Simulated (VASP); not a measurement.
Set up this calculation in VASP 6.6.1, as the native input.

| Property | Result |
| --- | --- |
| Task | single point |
| Functional | PBE |
| Potentials or basis | VASP PAW PBE potentials, release 64 (Fe) |
| Cutoff | 520 eV |
| k mesh | 9 × 9 × 13 |
| Occupations | fermi-dirac, width 0.1 eV |
| Spin | collinear spin, ferromagnetic start |
| Starting moments | [2.5, 2.5, 2.5] μB |
| Dipole correction | no |
| Further INCAR settings | ALGO = Normal; EDIFF = 1e-07; NBANDS = 23 |

The structure of Fe lies in POSCAR:

```
Fe
1.0
    4.1925524838      0.0000000000      0.0000000000
   -2.0962762419      3.6308569577      0.0000000000
    0.0000000000      0.0000000000      2.3908877635
Fe
3
Direct
    0.0000000000      0.0000000000      0.0000000000
    0.3333333333      0.6666666667      0.5000000000
    0.6666666667      0.3333333333      0.5000000000
```

This isn't the form of Fe at room conditions, which is bcc.

One way to write it, as run:

INCAR

```
PREC     = Accurate       # precision mode
ENCUT    = 520            # plane-wave cutoff, eV
EDIFF    = 1E-7           # SCF threshold, eV
ISMEAR   = -1             # smearing method
SIGMA    = 0.1            # smearing width, eV
LREAL    = F              # projectors in reciprocal space
LASPH    = T              # aspherical terms in the spheres
NELM     = 150            # most SCF steps
ALGO     = Normal         # electronic algorithm
ISIF     = 2              # what is computed and relaxed
LWAVE    = F              # write WAVECAR
LCHARG   = F              # write CHGCAR
ISPIN    = 2              # spin polarisation
MAGMOM   = 2.5 2.5 2.5    # initial moments
LORBIT   = 11             # projections on sites
LMAXMIX  = 4              # l up to which the mixer works
GGA      = PE             # functional
NBANDS   = 23             # bands
```

KPOINTS

```
Automatic mesh
0
Gamma
  9 9 13
```

Potentials or basis: VASP PAW PBE potentials, release 64 (Fe).

The run is started by

```bash
$ cat potpaw_PBE.64/Fe/POTCAR > POTCAR
$ mpirun -np 1 vasp_std > vasp.out
```

It gave:

* Pressure: -1.8 GPa
* Net moment: 7.50 μB per cell
* Site moments: Fe +2.59, +2.45 (each value once) μB
* Valence electrons inside the program's atomic spheres: Fe 7.11, 7.19 (each value once)

Run time: 2.2 min on 1 thread of AMD EPYC 7R43 64-Core Processor (Zen 3), on a shared host, peak memory 0.19 GiB.
